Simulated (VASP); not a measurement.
Wanted: the native input for a VASP 6.6.1 run.

```yaml
Task: single point
Functional: PBE
Potentials_or_basis: VASP PAW PBE potentials, release 64 (Hf_pv, Ta_pv, N)
Cutoff: 520 eV
k_mesh: 4 × 4 × 4
Occupations: gaussian, width 0.1 eV
Spin: no spin polarisation
Dipole_correction: no
Further_INCAR_settings: ALGO = Normal; EDIFF = 1e-06; NBANDS = 28
```

The structure of Hf2TaN2 lies in POSCAR:

```
Hf2TaN2
1.0
    3.9554573300      0.0000000000      0.0000000000
    0.0000000000      3.9554573300      0.0000000000
    0.0000000000      0.0000000000      5.3654614000
Hf Ta N
2 1 2
Direct
    0.0000000000      0.5000000000      0.5000000000
    0.5000000000      0.0000000000      0.5000000000
    0.0000000000      0.0000000000      0.0000000000
    0.5000000000      0.5000000000      0.2399999900
    0.5000000000      0.5000000000      0.7600000100
```

The cell was generated, and may not be a known phase.

These files were run (other wordings do the same):

INCAR

```
PREC     = Accurate       # precision mode
ENCUT    = 520            # plane-wave cutoff, eV
EDIFF    = 1E-6           # SCF threshold, eV
ISMEAR   = 0              # smearing method
SIGMA    = 0.1            # smearing width, eV
LREAL    = False          # projectors in reciprocal space
LASPH    = True           # aspherical terms in the spheres
NELM     = 60             # most SCF steps
ALGO     = Normal         # electronic algorithm
ISIF     = 2              # what is computed and relaxed
LWAVE    = False          # write WAVECAR
LCHARG   = False          # write CHGCAR
GGA      = PE             # functional
NBANDS   = 28             # bands
```

KPOINTS

```
regular mesh
0
Gamma
  4 4 4
```

Potentials or basis: VASP PAW PBE potentials, release 64 (Hf_pv, Ta_pv, N).

Launch:

```console
$ cat potpaw_PBE.64/Hf_pv/POTCAR potpaw_PBE.64/Ta_pv/POTCAR potpaw_PBE.64/N/POTCAR > POTCAR
$ mpirun -np 1 vasp_std > vasp.out
```

Results of the run:

```yaml
Pressure: -18.8 GPa
Largest_force: 1.663 eV/Å
Band_gap_on_the_k_mesh: zero (an odd number of electrons rules out a gap without spin polarisation)
```

Caveat: the k points lie up to 0.40 Å⁻¹ apart, too coarse for converged energies and pressures of a metal; spin-orbit coupling is left out, which moves the levels of the heavy elements; forces of over 1 eV/Å act on the atoms, so gaps and moduli don't describe the material at rest.

Run time: 21 s on 1 thread of Intel(R) Xeon(R) 6975P-C (Granite Rapids) (shared host), peak memory 0.2 GiB.
